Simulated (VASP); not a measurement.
# ZrB (Cmmm) in VASP: settings compared

Aim: see how the results for ZrB move with the level of theory and the settings. Levels: HSE06, PBE-based screened hybrid with 25 % exact exchange, r2SCANh. Tasks: single point.

Program: VASP 6.6.1. These are calculated values, not measurements. Logs are shortened: lines on timing, memory, paths and dates and some standing lists are left out, and cuts for length are marked.

## Step 1: The cell of the first run

Symmetry: Cmmm, No. 65, orthorhombic system. Conventional cell: a = 3.923 Å, b = 3.971 Å, c = 4.014 Å, α = 90.00°, β = 90.00°, γ = 90.00°. Zr (site symmetry mmm) has 4 B at 1.96 to 1.99 Å within 2.6 Å. Within 2.6 Å of B (site symmetry mmm) lie 4 Zr at 1.96 to 1.99 Å.

## Step 2: Single point, HSE06

POSCAR reads:

```
ZrB
1.0
    1.9614334600     -1.9857162700      0.0000000000
    1.9614334600      1.9857162700      0.0000000000
    0.0000000000      0.0000000000      4.0139456300
Zr B
1 1
Direct
    0.0000000000      0.0000000000      0.5000000000
    0.5000000000      0.5000000000      0.5000000000
```

INCAR.step1 reads:

```
ALGO     = Normal         # electronic algorithm
EDIFF    = 1E-5           # SCF threshold, eV
ENCUT    = 420            # plane-wave cutoff, eV
GGA      = PE             # functional
GGA_COMPAT= F            
ISIF     = 2              # what is computed and relaxed
ISMEAR   = -1             # smearing method
LASPH    = T              # aspherical terms in the spheres
LCHARG   = F              # write CHGCAR
LREAL    = F              # projectors in reciprocal space
LWAVE    = T              # write WAVECAR
NBANDS   = 14             # bands
NELM     = 120            # most SCF steps
PREC     = Accurate       # precision mode
SIGMA    = 0.05           # smearing width, eV
```

INCAR.step2 reads:

```
ALGO     = Normal         # electronic algorithm
EDIFF    = 1E-6           # SCF threshold, eV
ENCUT    = 420            # plane-wave cutoff, eV
GGA      = PE             # functional
GGA_COMPAT= F            
HFSCREEN = 0.2079         # screening, 1/A
ISIF     = 2              # what is computed and relaxed
ISMEAR   = -1             # smearing method
ISTART   = 1            
LASPH    = T              # aspherical terms in the spheres
LCHARG   = F              # write CHGCAR
LHFCALC  = T              # exact exchange
LREAL    = F              # projectors in reciprocal space
LWAVE    = F              # write WAVECAR
NBANDS   = 14             # bands
NELM     = 120            # most SCF steps
PREC     = Accurate       # precision mode
PRECFOCK = Normal       
SIGMA    = 0.05           # smearing width, eV
```

KPOINTS reads:

```
k-points
0
Gamma
  5 5 4
```

Potentials or basis: VASP PAW PBE potentials, release 64 (Zr_sv, B).

Launch:

```sh
$ cat potpaw_PBE.64/Zr_sv/POTCAR potpaw_PBE.64/B/POTCAR > POTCAR
$ cp INCAR.step1 INCAR
$ mpirun -np 1 vasp_std > vasp.out
$ cp INCAR.step2 INCAR
$ mpirun -np 1 vasp_std > vasp.out
```

OUTCAR:

```text
EDIFF = 1E-6
   ENCUT = 420
   GGA = PE
   HFSCREEN = 0.2079
   ISIF = 2
   ISMEAR = -1
   ISTART = 1
   LASPH = T
   LHFCALC = T
   LREAL = F
   NELM = 120
   PREC = Accurate
   PRECFOCK = Normal

 ion  position               nearest neighbor table
   1  0.000  0.000  0.500-   2 1.96   2 1.96   2 1.99   2 1.99
   2  0.500  0.500  0.500-   1 1.96   1 1.96   1 1.99   1 1.99

  LATTYP: Found a base centered orthorhombic cell.
 ALAT       =     3.9228669200
 B/A-ratio  =     1.0123801345
 C/A-ratio  =     1.0232173846

  Lattice vectors:

 A1 = (   1.9614334600,  -1.9857162700,   0.0000000000)
 A2 = (   1.9614334600,   1.9857162700,   0.0000000000)
 A3 = (   0.0000000000,   0.0000000000,   4.0139456300)

Analysis of symmetry for initial positions (statically):
=====================================================================
 Subroutine PRICEL returns:
 Original cell was already a primitive cell.

 Routine SETGRP: Setting up the symmetry group for a
 base centered orthorhombic supercell.

 Subroutine GETGRP returns: Found  8 space group operations
 (whereof  8 operations were pure point group operations)
 out of a pool of  8 trial point group operations.

The static configuration has the point symmetry D_2h.

Analysis of symmetry for dynamics (positions and initial velocities):
=====================================================================
 Subroutine PRICEL returns:
 Original cell was already a primitive cell.

 Routine SETGRP: Setting up the symmetry group for a
 base centered orthorhombic supercell.

 Subroutine GETGRP returns: Found  8 space group operations
 (whereof  8 operations were pure point group operations)
 out of a pool of  8 trial point group operations.

The dynamic configuration has the point symmetry D_2h.

 Subroutine INISYM returns: Found  8 space group operations
 (whereof  8 operations are pure point group operations),
 and found     1 'primitive' translations

----------------------------------------------------------------------------------------

                                     Primitive cell

  volume of cell :      31.2674

  direct lattice vectors                    reciprocal lattice vectors
     1.961433460 -1.985716270  0.000000000     0.254915606 -0.251798310  0.000000000
     1.961433460  1.985716270  0.000000000     0.254915606  0.251798310  0.000000000
     0.000000000  0.000000000  4.013945630     0.000000000  0.000000000  0.249131426

  length of vectors
     2.791109156  2.791109156  4.013945630     0.358307626  0.358307626  0.249131426

  position of ions in fractional coordinates (direct lattice)
     0.000000000  0.000000000  0.500000000
     0.500000000  0.500000000  0.500000000

  ion indices of the primitive-cell ions
   primitive index   ion index
                 1           1
                 2           2

----------------------------------------------------------------------------------------

 KPOINTS: k-points

Automatic generation of k-mesh.
 Grid dimensions read from file:
 generate k-points for:    5    5    4

 Generating k-lattice:

  Cartesian coordinates                     Fractional coordinates (reciprocal lattice)
     0.050983121 -0.050359662  0.000000000     0.200000000  0.000000000  0.000000000
     0.050983121  0.050359662  0.000000000     0.000000000  0.200000000  0.000000000
     0.000000000  0.000000000  0.062282857     0.000000000  0.000000000  0.250000000

  Length of vectors
     0.071661525  0.071661525  0.062282857

  Shift w.r.t. Gamma in fractional coordinates (k-lattice)
     0.000000000  0.000000000  0.000000000

 Subroutine IBZKPT returns following result:
 ===========================================

 Found     27 irreducible k-points:

 Following reciprocal coordinates:
            Coordinates               Weight
  0.000000  0.000000  0.000000      1.000000
  0.200000 -0.000000  0.000000      4.000000
  0.400000 -0.000000  0.000000      4.000000
  0.200000  0.200000  0.000000      2.000000
  0.400000  0.200000  0.000000      4.000000
 -0.400000  0.200000  0.000000      4.000000
[... 16 lines left out ...]
  0.400000  0.200000  0.500000      4.000000
 -0.400000  0.200000  0.500000      4.000000
 [... further k-points ...]
   k-points           NKPTS =     27   k-points in BZ     NKDIM =    100   number of bands    NBANDS=     14
   number of dos      NEDOS =    301   number of ions     NIONS =      2
   total plane-waves  NPLWV =  11200
   dimension x,y,z NGX =    20 NGY =   20 NGZ =   28
   dimension x,y,z NGXF=    40 NGYF=   40 NGZF=   56
   ions per type =               1   1
   NGX,Y,Z   is equivalent  to a cutoff of  11.91, 11.91, 11.60 a.u.
   NGXF,Y,Z  is equivalent  to a cutoff of  23.83, 23.83, 23.19 a.u.
 SYSTEM =  unknown system
   PREC   = accura    normal or accurate (medium, high low for compatibility)
   ISTART =      1    job   : 0-new  1-cont  2-samecut
   ICHARG =      0    charge: 1-file 2-atom 10-const
   ISPIN  =      1    spin polarized calculation?
   LNONCOLLINEAR =      F non collinear calculations
   LSORBIT =      F    spin-orbit coupling
   LASPH  =      T    aspherical Exc in radial PAW
   ENCUT  =  420.0 eV  30.87 Ry    5.56 a.u.   4.66  4.66  6.71*2*pi/ulx,y,z
   NELM   =    120;   NELMIN=  2; NELMDL=  0     # of ELM steps
   EDIFF  = 0.1E-05   stopping-criterion for ELM
   LREAL  =      F    real-space projection
   EDIFFG = 0.1E-04   stopping-criterion for IOM
   NSW    =      0    number of steps for IOM
   IBRION =     -1    ionic relax: 0-MD 1-quasi-New 2-CG
   NFREE  =      0    steps in history (QN), initial steepest desc. (CG)
   ISIF   =      2    stress and relaxation
   ISYM   =      3    0-nonsym 1-usesym 2-fastsym
   POTIM  = 0.5000    time-step for ionic-motion
   TEBEG  =    0.0;   TEEND  =   0.0 temperature during run
   PSTRESS=    0.0 pullay stress
   NELECT =      15.0000    total number of electrons
   NUPDOWN=      -1.0000    fix difference up-down
   EMIN   =  10.00;   EMAX   =-10.00  energy-range for DOS
   EFERMI =   0.00;   METHOD = LEGACY
   ISMEAR =    -1;   SIGMA  =   0.05  broadening in eV -4-tet -1-fermi 0-gaus
   EFERMI_NEDOS =   21; number of points for ismear=-14 and -15
   IALGO  =     38    algorithm
   IMIX   =      1    mixing-type and parameters
     AMIX     =   0.40;   BMIX     =  1.00
     AMIX_MAG =   1.60;   BMIX_MAG =  1.00
  volume/ion in A,a.u.               =      15.63       105.50
  Fermi-wavevector in a.u.,A,eV,Ry     =   1.281567  2.421810 22.346383  1.642413
  Thomas-Fermi vector in A             =   2.413929
   LORBIT       =      0    0 simple, 1 ext, 2 COOP (PROOUT), +10 PAW based schemes
   GGA     = PE    functional components
   LHFCALC =     T    Hartree Fock is set to
   PRECFOCK=normal    Normal, Fast or Accurate (Low or Medium for compatibility)
   ENCUT4O =  -1.0   cutoff for four orbital integrals eV
   NKREDX  =     1    reduce k-point grid by
   NKREDY  =     1    reduce k-point grid by
   NKREDZ  =     1    reduce k-point grid by
   AEXX    =    0.2500 exact exchange contribution
   HFSCREEN=    0.2079 screening length (either q_TF or 0.3 A-1)
   HFSCREENC=   0.2079 screening length for correlation (either q_TF or 0.3 A-1)
   ENCUTFOCK=  -1.0 apply spherical cutoff to Coloumb kernel
   IVDW    =     0    specifies the selected vdW correction
   LEPSILON=     F    determine dielectric tensor
   LRPA    =     F    only Hartree local field effects (RPA)
 non-spin polarized calculation
  energy-cutoff  :      420.00
  volume of cell :       31.27
 maximum number of plane-waves:       625
  NGX = 14; NGY = 14; NGZ = 24

 number of electron      15.0000002 magnetization

 Free energy of the ion-electron system (eV)
  ---------------------------------------------------
  ext. energy  EPLUGINS =         0.00000000
  ---------------------------------------------------
  free energy    TOTEN  =       -11.72792952 eV

  energy without entropy =      -11.72273143  energy(sigma->0) =      -11.72533047

 E-fermi :   7.3117     XC(G=0):  -8.6085

 val. band max:        7.2507151671   @ k =  -0.4000   0.2000   0.0000
 cond. band min:       7.3830288678   @ k =  -0.4000   0.4000   0.5000
 fundamental gap:      0.1323137007
 Fermi energy:         7.3116804519

 k-point     1 :       0.0000    0.0000    0.0000
  band No.  band energies     occupation
      1     -44.0944      2.00000
      2     -20.9735      2.00000
      3     -20.2670      2.00000
      4     -20.1584      2.00000
      5      -2.4800      2.00000
      6       4.3536      2.00000
      7       4.9694      2.00000
      8       7.0524      1.98886
      9      12.0090      0.00000
     10      12.3703      0.00000
     11      12.6293      0.00000
     12      12.7357      0.00000
     13      12.7625      0.00000
     14      20.2874      0.00000

 k-point     2 :       0.2000   -0.0000    0.0000
  band No.  band energies     occupation
      1     -43.9991      2.00000
      2     -21.0751      2.00000
      3     -20.8697      2.00000
      4     -20.0803      2.00000
      5      -1.1930      2.00000
      6       4.7253      2.00000
      7       5.5475      2.00000
      8       5.9597      2.00000
      9       7.0456      1.99028
     10      12.0595      0.00000
     11      12.9987      0.00000
     12      13.9221      0.00000
     13      18.2726      0.00000
     14      19.4384      0.00000

 k-point     3 :       0.4000   -0.0000    0.0000
  band No.  band energies     occupation
      1     -43.8400      2.00000
      2     -22.2869      2.00000
      3     -20.6949      2.00000
      4     -19.8637      2.00000
      5       1.0129      2.00000
      6       3.7412      2.00000
      7       4.0400      2.00000
      8       4.2451      2.00000
      9       7.7236      0.00053
     10      13.5733      0.00000
     11      14.5431      0.00000
     12      15.1224      0.00000
     13      16.4901      0.00000
     14      19.9666      0.00000
[... 324 lines left out ...]
 k-point    23 :       0.4000    0.2000    0.5000
  band No.  band energies     occupation
      1     -43.7388      2.00000
      2     -22.1611      2.00000
      3     -20.7316      2.00000
      4     -20.6680      2.00000
      5       0.6258      2.00000
      6       3.0804      2.00000
      7       4.0740      2.00000
      8       7.8796      0.00002
      9       9.1491      0.00000
     10      12.3481      0.00000
     11      13.8729      0.00000
     12      15.1524      0.00000
     13      16.8945      0.00000
     14      19.4330      0.00000

 k-point    24 :      -0.4000    0.2000    0.5000
  band No.  band energies     occupation
      1     -43.7388      2.00000
      2     -22.1592      2.00000
      3     -20.7304      2.00000
      4     -20.6705      2.00000
      5       0.5469      2.00000
      6       3.1096      2.00000
      7       4.0333      2.00000
      8       8.1060      0.00000
      9       9.2068      0.00000
     10      12.3125      0.00000
     11      13.9351      0.00000
     12      14.9229      0.00000
     13      16.6990      0.00000
     14      19.4571      0.00000

 [... further k-points ...]

------------------------ aborting loop because EDIFF is reached ----------------------------------------

  FORCE on cell =-STRESS in cart. coord.  units (eV):
  Direction    XX          YY          ZZ          XY          YZ          ZX
  --------------------------------------------------------------------------------------
  -------------------------------------------------------------------------------------
  Total       20.9330787     19.9803004     -0.1581824     -0.0000000      0.0000000      0.0000000
  in kB     1072.6336913   1023.8122942     -8.1054359     -0.0000000      0.0000000      0.0000000
  external PRESSURE =     696.1135165 kB  Pullay stress =       0.0000000 kB

 VOLUME and BASIS-vectors are now :
 -----------------------------------------------------------------------------
  energy-cutoff  :      420.00
  volume of cell :       31.27
      direct lattice vectors                 reciprocal lattice vectors
     1.961433460 -1.985716270  0.000000000     0.254915606 -0.251798310  0.000000000
     1.961433460  1.985716270  0.000000000     0.254915606  0.251798310  0.000000000
     0.000000000  0.000000000  4.013945630     0.000000000  0.000000000  0.249131426

 POSITION                                       TOTAL-FORCE (eV/Angst)
 -----------------------------------------------------------------------------------
      0.00000      0.00000      2.00697         0.000000      0.000000      0.000000
      1.96143      0.00000      2.00697        -0.000000      0.000000      0.000000
 -----------------------------------------------------------------------------------
    total drift:                                0.000000     -0.000000     -0.000000

  FREE ENERGIE OF THE ION-ELECTRON SYSTEM (eV)
  ---------------------------------------------------
  free  energy   TOTEN  =       -11.7279295167 eV

  energy  without entropy=      -11.7227314316  energy(sigma->0) =      -11.72533047
```

It took 7.3 min on 1 thread of Intel Xeon Platinum 8375C at 2.90GHz (Ice Lake), shared host; peak memory 0.24 GiB.

What came out:

```yaml
Free_energy: -11.7279 eV
Pressure: 69.6 GPa
Band_gap_on_the_k_mesh: zero (an odd number of electrons rules out a gap without spin polarisation)
```

Caveat: the k points lie up to 0.45 Å⁻¹ apart, too coarse for converged energies and pressures of a metal; the PAW data sets were made with another functional, which shifts forces and pressure a little.

(Continued in part 2 of 2.)
